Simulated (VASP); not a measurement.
Wanted: the native input for a VASP 6.6.1 run.

| Quantity | Value |
| --- | --- |
| Task | single point |
| Functional | PBE |
| Potentials or basis | VASP PAW PBE potentials, release 64 (Cd) |
| Cutoff | 520 eV |
| k mesh | 12 × 12 × 7 |
| Occupations | fermi-dirac, width 0.1 eV |
| Spin | no spin polarisation |
| Dipole correction | no |
| k mesh for the DOS | 18 × 18 × 11 |
| Occupations for the DOS | tetrahedron |
| Further INCAR settings | ALGO = Normal; EDIFF = 1e-07; NBANDS = 19 |

Crystal: Cd.

```
Cd
1.0
     3.22459    0.00000    0.00000
    -1.61230    2.79258    0.00000
     0.00000    0.00000    5.15768
Cd
2
Direct
  0.33330 0.66670 0.25000
  0.66660 0.33330 0.75000
```

The input as run:

POSCAR

```
Cd
1.0
    3.2245950000      0.0000000000      0.0000000000
   -1.6122980000      2.7925850000      0.0000000000
    0.0000000000      0.0000000000      5.1576760000
Cd
2
Direct
    0.3333000000      0.6667000000      0.2500000000
    0.6666000000      0.3333000000      0.7500000000
```

INCAR.step1

```
SYSTEM = Cd
PREC     = Accurate       ! precision mode
ENCUT    = 520            ! plane-wave cutoff, eV
EDIFF    = 1E-7           ! SCF threshold, eV
ISMEAR   = -1             ! smearing method
SIGMA    = 0.1            ! smearing width, eV
LREAL    = .FALSE.        ! projectors in reciprocal space
LASPH    = .TRUE.         ! aspherical terms in the spheres
NELM     = 100            ! most SCF steps
ALGO     = Normal         ! electronic algorithm
ISIF     = 2              ! what is computed and relaxed
LWAVE    = .FALSE.        ! write WAVECAR
LCHARG   = .TRUE.         ! write CHGCAR
GGA      = PE             ! functional
NBANDS   = 19             ! bands
```

KPOINTS.step1

```
regular mesh
0
G
  12 12 7
  0 0 0
```

INCAR.step2

```
SYSTEM = Cd
PREC     = Accurate       ! precision mode
ENCUT    = 520            ! plane-wave cutoff, eV
EDIFF    = 1E-7           ! SCF threshold, eV
ISMEAR   = -5             ! smearing method
SIGMA    = 0.1            ! smearing width, eV
LREAL    = .FALSE.        ! projectors in reciprocal space
LASPH    = .TRUE.         ! aspherical terms in the spheres
NELM     = 100            ! most SCF steps
ALGO     = Normal         ! electronic algorithm
ISIF     = 2              ! what is computed and relaxed
LWAVE    = .FALSE.        ! write WAVECAR
LCHARG   = .FALSE.        ! write CHGCAR
GGA      = PE             ! functional
LORBIT   = 10             ! projections on sites
NBANDS   = 19             ! bands
NEDOS    = 2001           ! points of the DOS
ICHARG   = 11             ! starting density
```

KPOINTS.step2

```
regular mesh
0
G
  18 18 11
  0 0 0
```

Potentials or basis: VASP PAW PBE potentials, release 64 (Cd).

Command:

```sh
$ cat potpaw_PBE.64/Cd/POTCAR > POTCAR
$ cp INCAR.step1 INCAR
$ cp KPOINTS.step1 KPOINTS
$ mpirun -np 1 vasp_std > vasp.out
$ cp INCAR.step2 INCAR
$ cp KPOINTS.step2 KPOINTS
$ mpirun -np 1 vasp_std > vasp.out
```

Results of the run:

```yaml
Valence_electrons_inside_the_program's_atomic_spheres: Cd 10.28
```

It took 2.8 min on 1 thread of Intel(R) Xeon(R) Platinum 8259CL CPU @ 2.50GHz (Skylake/Cascade Lake), with other jobs on the host, peak memory 0.47 GiB.
